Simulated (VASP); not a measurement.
The system is PbSe.

```
Pb Se
1.0
     5.17414    0.00000    0.00000
    -2.58707    4.48094    0.00000
     0.00000    0.00000    6.21478
Pb Se
2 2
Cartesian
  0.0000 2.9873 -0.4033
  2.5871 1.4936 2.7041
  0.0000 2.9873 2.7339
  2.5871 1.4936 5.8412
```

Base run:

* Program: VASP 6.6.1
* Functional: r2SCAN
* Potentials or basis: VASP PAW PBE potentials, release 64 (Pb_d, Se)
* Cutoff: 520 eV
* k mesh: 6 × 6 × 4
* Occupations: gaussian, width 0.01 eV
* Spin: no spin polarisation

Its results: band gap on the k mesh 1.48 eV; pressure 0.0 GPa.

Question: The run is repeated on the same cell with these changes: functional from r2SCAN to PBE. What comes out?

Answer: Band gap on the k mesh 1.17 eV; pressure 0.8 GPa.

Caveats: spin-orbit coupling is left out, which moves the levels of the heavy elements; the PAW data sets were made with another functional, which shifts forces and pressure a little (at least some runs).

A k mesh can miss the band edges.
